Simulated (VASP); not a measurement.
# SrAg3 (Pm-3m) in VASP: notebook

The runs below take SrAg3 through single point, with PBE.

Everything below comes from runs of VASP 6.6.1. Logs are shortened: lines on timing, memory, paths and dates and some standing lists are left out, and cuts for length are marked.

**1. The cell of the first run**

It takes space group Pm-3m (No. 221, cubic). Conventional cell: a = 4.485 Å, b = 4.485 Å, c = 4.485 Å, α = 90.00°, β = 90.00°, γ = 90.00°. Sr (site symmetry m-3m) has 12 Ag at 3.17 Å within 4.2 Å. Within 4.2 Å of Ag (site symmetry 4/mmm) lie 4 Sr at 3.17 Å and 8 Ag at 3.17 Å.

**2. Single point, PBE (22.56 Å³/atom)**

INCAR reads:

```
SYSTEM = SrAg3
ALGO = Normal ; EDIFF = 1E-7
ENCUT = 520 ; GGA = PE
ISIF = 2 ; ISMEAR = 0
LASPH = .True. ; LCHARG = .False.
LREAL = .False. ; LWAVE = .False.
NBANDS = 30 ; NELM = 100
PREC = Accurate ; SIGMA = 0.05
```

KPOINTS reads:

```
k-points
0
Gamma
  8 8 8
  0 0 0
```

POSCAR reads:

```
SrAg3
1.0
    4.4854836529      0.0000000000      0.0000000000
    0.0000000000      4.4854836529      0.0000000000
    0.0000000000      0.0000000000      4.4854836529
Sr Ag
1 3
Direct
    0.0000000000      0.0000000000      0.0000000000
    0.0000000000      0.5000000000      0.5000000000
    0.5000000000      0.5000000000      0.0000000000
    0.5000000000      0.0000000000      0.5000000000
```

Potentials or basis: VASP PAW PBE potentials, release 64 (Sr_sv, Ag).

Launch:

```console
$ cat potpaw_PBE.64/Sr_sv/POTCAR potpaw_PBE.64/Ag/POTCAR > POTCAR
$ mpirun -np 1 vasp_std > vasp.out
```

OUTCAR:

```text
SYSTEM = SrAg3
   EDIFF = 1E-7
   ENCUT = 520
   GGA = PE
   ISIF = 2
   ISMEAR = 0
   LASPH = .True.
   LREAL = .False.
   NELM = 100
   PREC = Accurate

 ion  position               nearest neighbor table
   1  0.000  0.000  0.000-   2 3.17   3 3.17   4 3.17   2 3.17   4 3.17   2 3.17   3 3.17   2 3.17
                             3 3.17   4 3.17   4 3.17   3 3.17
   2  0.000  0.500  0.500-   1 3.17   3 3.17   4 3.17   1 3.17   3 3.17   1 3.17   4 3.17   1 3.17
                             3 3.17   4 3.17   3 3.17   4 3.17
   3  0.500  0.500  0.000-   1 3.17   2 3.17   4 3.17   2 3.17   4 3.17   1 3.17   4 3.17   4 3.17
                             1 3.17   2 3.17   2 3.17   1 3.17
   4  0.500  0.000  0.500-   1 3.17   2 3.17   3 3.17   1 3.17   3 3.17   2 3.17   3 3.17   3 3.17
                             1 3.17   2 3.17   1 3.17   2 3.17

  LATTYP: Found a simple cubic cell.
 ALAT       =     4.4854836529

  Lattice vectors:

 A1 = (   4.4854836529,   0.0000000000,   0.0000000000)
 A2 = (   0.0000000000,   4.4854836529,   0.0000000000)
 A3 = (   0.0000000000,   0.0000000000,   4.4854836529)

Analysis of symmetry for initial positions (statically):
=====================================================================
 Subroutine PRICEL returns:
 Original cell was already a primitive cell.

 Routine SETGRP: Setting up the symmetry group for a
 simple cubic supercell.

 Subroutine GETGRP returns: Found 48 space group operations
 (whereof 48 operations were pure point group operations)
 out of a pool of 48 trial point group operations.

The static configuration has the point symmetry O_h .

Analysis of symmetry for dynamics (positions and initial velocities):
=====================================================================
 Subroutine PRICEL returns:
 Original cell was already a primitive cell.

 Routine SETGRP: Setting up the symmetry group for a
 simple cubic supercell.

 Subroutine GETGRP returns: Found 48 space group operations
 (whereof 48 operations were pure point group operations)
 out of a pool of 48 trial point group operations.

The dynamic configuration has the point symmetry O_h .

 Subroutine INISYM returns: Found 48 space group operations
 (whereof 48 operations are pure point group operations),
 and found     1 'primitive' translations

----------------------------------------------------------------------------------------

                                     Primitive cell

  volume of cell :      90.2460

  direct lattice vectors                    reciprocal lattice vectors
     4.485483653  0.000000000  0.000000000     0.222941399  0.000000000  0.000000000
     0.000000000  4.485483653  0.000000000     0.000000000  0.222941399  0.000000000
     0.000000000  0.000000000  4.485483653     0.000000000  0.000000000  0.222941399

  length of vectors
     4.485483653  4.485483653  4.485483653     0.222941399  0.222941399  0.222941399

  position of ions in fractional coordinates (direct lattice)
     0.000000000  0.000000000  0.000000000
     0.000000000  0.500000000  0.500000000
     0.500000000  0.500000000  0.000000000
     0.500000000  0.000000000  0.500000000

  ion indices of the primitive-cell ions
   primitive index   ion index
                 1           1
                 2           2
                 3           3
                 4           4

----------------------------------------------------------------------------------------

 KPOINTS: k-points

Automatic generation of k-mesh.
 Grid dimensions read from file:
 generate k-points for:    8    8    8

 Generating k-lattice:

  Cartesian coordinates                     Fractional coordinates (reciprocal lattice)
     0.027867675  0.000000000  0.000000000     0.125000000  0.000000000  0.000000000
     0.000000000  0.027867675  0.000000000     0.000000000  0.125000000  0.000000000
     0.000000000  0.000000000  0.027867675     0.000000000  0.000000000  0.125000000

  Length of vectors
     0.027867675  0.027867675  0.027867675

  Shift w.r.t. Gamma in fractional coordinates (k-lattice)
     0.000000000  0.000000000  0.000000000

 Subroutine IBZKPT returns following result:
 ===========================================

 Found     35 irreducible k-points:

 Following reciprocal coordinates:
            Coordinates               Weight
  0.000000  0.000000  0.000000      1.000000
  0.125000  0.000000  0.000000      6.000000
  0.250000  0.000000  0.000000      6.000000
  0.375000  0.000000  0.000000      6.000000
  0.500000  0.000000  0.000000      3.000000
  0.125000  0.125000  0.000000     12.000000
[... 16 lines left out ...]
  0.375000  0.375000  0.125000     24.000000
  0.500000  0.375000  0.125000     24.000000
 [... further k-points ...]
   k-points           NKPTS =     35   k-points in BZ     NKDIM =     35   number of bands    NBANDS=     30
   number of dos      NEDOS =    301   number of ions     NIONS =      4
   total plane-waves  NPLWV =  46656
   dimension x,y,z NGX =    36 NGY =   36 NGZ =   36
   dimension x,y,z NGXF=    72 NGYF=   72 NGZF=   72
   ions per type =               1   3
   NGX,Y,Z   is equivalent  to a cutoff of  13.34, 13.34, 13.34 a.u.
   NGXF,Y,Z  is equivalent  to a cutoff of  26.69, 26.69, 26.69 a.u.
 SYSTEM =  SrAg3
   PREC   = accura    normal or accurate (medium, high low for compatibility)
   ISTART =      0    job   : 0-new  1-cont  2-samecut
   ICHARG =      2    charge: 1-file 2-atom 10-const
   ISPIN  =      1    spin polarized calculation?
   LNONCOLLINEAR =      F non collinear calculations
   LSORBIT =      F    spin-orbit coupling
   LASPH  =      T    aspherical Exc in radial PAW
   ENCUT  =  520.0 eV  38.22 Ry    6.18 a.u.   8.34  8.34  8.34*2*pi/ulx,y,z
   NELM   =    100;   NELMIN=  2; NELMDL= -5     # of ELM steps
   EDIFF  = 0.1E-06   stopping-criterion for ELM
   LREAL  =      F    real-space projection
   EDIFFG = 0.1E-05   stopping-criterion for IOM
   NSW    =      0    number of steps for IOM
   IBRION =     -1    ionic relax: 0-MD 1-quasi-New 2-CG
   NFREE  =      0    steps in history (QN), initial steepest desc. (CG)
   ISIF   =      2    stress and relaxation
   ISYM   =      2    0-nonsym 1-usesym 2-fastsym
   POTIM  = 0.5000    time-step for ionic-motion
   TEBEG  =    0.0;   TEEND  =   0.0 temperature during run
   PSTRESS=    0.0 pullay stress
   NELECT =      43.0000    total number of electrons
   NUPDOWN=      -1.0000    fix difference up-down
   EMIN   =  10.00;   EMAX   =-10.00  energy-range for DOS
   EFERMI =   0.00;   METHOD = LEGACY
   ISMEAR =     0;   SIGMA  =   0.05  broadening in eV -4-tet -1-fermi 0-gaus
   EFERMI_NEDOS =   21; number of points for ismear=-14 and -15
   IALGO  =     38    algorithm
   IMIX   =      4    mixing-type and parameters
     AMIX     =   0.40;   BMIX     =  1.00
     AMIX_MAG =   1.60;   BMIX_MAG =  1.00
  volume/ion in A,a.u.               =      22.56       152.25
  Fermi-wavevector in a.u.,A,eV,Ry     =   1.278660  2.416317 22.245132  1.634971
  Thomas-Fermi vector in A             =   2.411190
   LORBIT       =      0    0 simple, 1 ext, 2 COOP (PROOUT), +10 PAW based schemes
   GGA     = PE    functional components
   LHFCALC =     F    Hartree Fock is set to
   AEXX    =    0.0000 exact exchange contribution
   IVDW    =     0    specifies the selected vdW correction
   LEPSILON=     F    determine dielectric tensor
   LRPA    =     F    only Hartree local field effects (RPA)
 non-spin polarized calculation
 Gauss-broadening in eV      SIGMA  =   0.05
  energy-cutoff  :      520.00
  volume of cell :       90.25
 maximum number of plane-waves:      2469
 NGX is ok and might be reduce to    36
   NGX = 17   NGY = 17   NGZ = 17

 number of electron      43.0000011 magnetization

 Free energy of the ion-electron system (eV)
  ---------------------------------------------------
  ext. energy  EPLUGINS =         0.00000000
  ---------------------------------------------------
  free energy    TOTEN  =        -9.90324627 eV

  energy without entropy =       -9.89999269  energy(sigma->0) =       -9.90161948

 E-fermi :   5.8068     XC(G=0): -10.6380

 val. band max:        5.7918595010   @ k =   0.3750   0.3750   0.3750
 cond. band min:       5.8553327670   @ k =   0.5000   0.3750   0.0000
 fundamental gap:      0.0634732660
 Fermi energy:         5.8067741181

 k-point     1 :       0.0000    0.0000    0.0000
  band No.  band energies     occupation
      1     -29.4991      2.00000
      2     -11.5839      2.00000
      3     -11.5839      2.00000
      4     -11.5839      2.00000
      5      -0.4155      2.00000
      6       0.2441      2.00000
[... 22 lines left out ...]
     29      13.3402      0.00000
     30      13.5023      0.00000

 k-point     2 :       0.1250    0.0000    0.0000
  band No.  band energies     occupation
      1     -29.4986      2.00000
      2     -11.6015      2.00000
      3     -11.5848      2.00000
      4     -11.5848      2.00000
      5      -0.2664      2.00000
      6       0.2907      2.00000
[... 22 lines left out ...]
     29      12.2782      0.00000
     30      13.5894      0.00000

 k-point     3 :       0.2500    0.0000    0.0000
  band No.  band energies     occupation
      1     -29.4972      2.00000
      2     -11.6434      2.00000
      3     -11.5869      2.00000
      4     -11.5869      2.00000
      5       0.1427      2.00000
      6       0.4131      2.00000
[... 22 lines left out ...]
     29      11.0376      0.00000
     30      13.6782      0.00000

 k-point     4 :       0.3750    0.0000    0.0000
  band No.  band energies     occupation
      1     -29.4959      2.00000
      2     -11.6846      2.00000
      3     -11.5889      2.00000
      4     -11.5889      2.00000
      5       0.4908      2.00000
      6       0.5278      2.00000
[... 616 lines left out ...]
     29      11.8821      0.00000
     30      13.2287      0.00000

 k-point    23 :       0.3750    0.3750    0.1250
  band No.  band energies     occupation
      1     -29.4929      2.00000
      2     -11.6686      2.00000
      3     -11.6611      2.00000
      4     -11.6023      2.00000
      5       0.6066      2.00000
      6       0.7096      2.00000
[... 22 lines left out ...]
     29      12.9446      0.00000
     30      13.3231      0.00000

 k-point    24 :       0.5000    0.3750    0.1250
  band No.  band energies     occupation
      1     -29.4925      2.00000
      2     -11.6773      2.00000
      3     -11.6619      2.00000
      4     -11.6025      2.00000
      5       0.6716      2.00000
      6       0.7256      2.00000
[... 22 lines left out ...]
     29      12.7073      0.00000
     30      13.5378      0.00000

 [... further k-points ...]

------------------------ aborting loop because EDIFF is reached ----------------------------------------

  FORCE on cell =-STRESS in cart. coord.  units (eV):
  Direction    XX          YY          ZZ          XY          YZ          ZX
  --------------------------------------------------------------------------------------
  -------------------------------------------------------------------------------------
  Total        1.5986810      1.5986810      1.5986810      0.0000000      0.0000000     -0.0000000
  in kB       28.3821029     28.3821029     28.3821029      0.0000000      0.0000000     -0.0000000
  external PRESSURE =      28.3821029 kB  Pullay stress =       0.0000000 kB

 VOLUME and BASIS-vectors are now :
 -----------------------------------------------------------------------------
  energy-cutoff  :      520.00
  volume of cell :       90.25
      direct lattice vectors                 reciprocal lattice vectors
     4.485483653  0.000000000  0.000000000     0.222941399  0.000000000  0.000000000
     0.000000000  4.485483653  0.000000000     0.000000000  0.222941399  0.000000000
     0.000000000  0.000000000  4.485483653     0.000000000  0.000000000  0.222941399

 POSITION                                       TOTAL-FORCE (eV/Angst)
 -----------------------------------------------------------------------------------
      0.00000      0.00000      0.00000         0.000000      0.000000      0.000000
      0.00000      2.24274      2.24274         0.000000      0.000000      0.000000
      2.24274      2.24274      0.00000         0.000000      0.000000      0.000000
      2.24274      0.00000      2.24274         0.000000      0.000000      0.000000
 -----------------------------------------------------------------------------------
    total drift:                                0.000000      0.000000      0.000000

  FREE ENERGIE OF THE ION-ELECTRON SYSTEM (eV)
  ---------------------------------------------------
  free  energy   TOTEN  =        -9.9032462741 eV

  energy  without entropy=       -9.8999926946  energy(sigma->0) =       -9.90161948
```

Run time: 84 s. Hardware: 1 thread of Intel Xeon 8259CL, shared host; peak memory 0.25 GiB.

What came out:

```
Free energy            : -9.9032 eV
Pressure               : 2.8 GPa
Band gap on the k mesh : zero (an odd number of electrons rules out a gap without spin polarisation)
```

Levels at points of the mesh, in eV from the Fermi level:
| k point | band 19 | band 20 | band 21 | band 22 | band 23 | band 24 |
| --- | --- | --- | --- | --- | --- | --- |
| (0.00, 0.00, 0.00) | -3.49 | -3.49 | 1.56 | 1.56 | 1.90 | 1.90 |
| (0.50, 0.00, 0.00) | -3.58 | -3.48 | -3.45 | 1.63 | 1.63 | 1.78 |
| (0.50, 0.50, 0.00) | -4.09 | -3.11 | -1.13 | -0.88 | -0.88 | 2.58 |
| (0.50, 0.50, 0.50) | -3.67 | -0.35 | -0.03 | -0.03 | -0.03 | 0.67 |

**3. Single point, PBE (22.92 Å³/atom)**

This run uses another cell than the first one, of 22.92 Å³/atom.

INCAR reads:

```
SYSTEM = SrAg3
PREC = Accurate
ENCUT = 520
EDIFF = 1E-6
ISMEAR = 0
SIGMA = 0.05
LREAL = .False.
LASPH = .True.
NELM = 100
ALGO = Normal
ISIF = 2
LWAVE = .False.
LCHARG = .False.
GGA = PE
NBANDS = 30
```

KPOINTS reads:

```
regular mesh
0
Gamma
  8 8 8
  0 0 0
```

POSCAR reads:

```
SrAg3
1.0
    4.5090918964      0.0000000000      0.0000000000
    0.0000000000      4.5090918964      0.0000000000
    0.0000000000      0.0000000000      4.5090918964
Sr Ag
1 3
Direct
    0.0000000000      0.0000000000      0.0000000000
    0.0000000000      0.5000000000      0.5000000000
    0.5000000000      0.5000000000      0.0000000000
    0.5000000000      0.0000000000      0.5000000000
```

Potentials or basis: VASP PAW PBE potentials, release 64 (Sr_sv, Ag).

Launch:

```console
$ cat potpaw_PBE.64/Sr_sv/POTCAR potpaw_PBE.64/Ag/POTCAR > POTCAR
$ mpirun -np 1 vasp_std > vasp.out
```

Wall time 1.7 min (1 thread of Intel Xeon 8259CL, shared host); peak memory 0.26 GiB.

Results (log left out):

```yaml
Free_energy: -9.9252 eV
Pressure: 2.0 GPa
Band_gap_on_the_k_mesh: zero (an odd number of electrons rules out a gap without spin polarisation)
```

Levels at points of the mesh, in eV from the Fermi level:
| k point | band 17 | band 18 | band 19 | band 20 | band 21 | band 22 | band 23 | band 24 | band 25 | band 26 |
| --- | --- | --- | --- | --- | --- | --- | --- | --- | --- | --- |
| (0.00, 0.00, 0.00) | -3.76 | -3.47 | -3.47 | -3.47 | 1.53 | 1.53 | 1.89 | 1.89 | 1.89 | 5.26 |
| (0.50, 0.00, 0.00) | -4.20 | -3.86 | -3.55 | -3.47 | -3.41 | 1.64 | 1.64 | 1.78 | 3.94 | 4.55 |
| (0.50, 0.50, 0.00) | -4.25 | -4.25 | -4.05 | -3.04 | -1.10 | -0.89 | -0.89 | 2.58 | 2.58 | 5.02 |
| (0.50, 0.50, 0.50) | -3.64 | -3.64 | -3.64 | -0.30 | -0.05 | -0.05 | -0.05 | 0.67 | 0.67 | 0.67 |

(Part 1 of 2 ends here.)
